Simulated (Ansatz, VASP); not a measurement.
**TePb in VASP and in Ansatz**

INCAR

```
ALGO = Normal
EDIFF = 1E-6
ENCUT = 520
GGA = PE
ISIF = 2
ISMEAR = -1
LASPH = T
LCHARG = F
LREAL = F
LWAVE = F
NBANDS = 17
NELM = 80
PREC = Accurate
SIGMA = 0.02
```

File KPOINTS:

```
k-points
0
Gamma
  8 8 8
```

POSCAR

```
TePb
1.0
    0.0000000000      3.3658719543      3.3658719543
    3.3658719543      0.0000000000      3.3658719543
    3.3658719543      3.3658719543      0.0000000000
Pb Te
1 1
Direct
    0.0000000000      0.0000000000      0.0000000000
    0.5000000000      0.5000000000      0.5000000000
```

Input for Ansatz:

```yaml
crystal:
  lattice:
    - [0.0, 3.3658719543, 3.3658719543]
    - [3.3658719543, 0.0, 3.3658719543]
    - [3.3658719543, 3.3658719543, 0.0]
  atoms:
    - { symbol: Pb, position: [0.0, 0.0, 0.0] }
    - { symbol: Te, position: [0.5, 0.5, 0.5] }
kpoints:
  mp_grid: { grid: [8, 8, 8] }
  band_path:
    path:
      - [0.0, 0.0, 0.0]
      - [0.5, 0.0, 0.5]
      - [0.625, 0.25, 0.625]
      - [0.375, 0.375, 0.75]
      - [0.5, 0.5, 0.5]
      - [0.5, 0.25, 0.75]
      - [0.0, 0.0, 0.5]
    npoints: 1
hamiltonian:
  xc: pbe
scf:
  occupations: { method: fermi_dirac, width: 0.02 }
  n_extra_bands: 4
output:
  forces: true
  stress: true
  eigenvalues: true
```

Change from the starting cell: hydrostatic strain +3.0%.

Alike in both runs: task single point; functional PBE; k mesh 8 × 8 × 8; occupations fermi-dirac, width 0.02 eV; no spin polarisation.

|  | VASP | Ansatz |
| --- | --- | --- |
| version | VASP 6.6.1 | Ansatz 0.2.0 |
| potentials or method | VASP PAW PBE potentials, release 64 (Pb_d, Te) | plane waves, PAW |
| plane-wave cutoff (eV) | 520 | 420 |
| valence electrons in the cell | 20 | 30 |

```csv
,VASP,Ansatz,Ansatz less VASP
gap on the k mesh at the Fermi level (eV),0.95,0.94,-0.004
pressure (GPa),-2.4,-2.4,+0.05
```

The functional is the same, so the differences come from potentials, cutoffs and numerics. VASP's potentials hold 20 valence electrons a cell and Ansatz's 30, so a difference there can come from the potentials and not from the codes.

Neither program's run includes spin-orbit coupling.
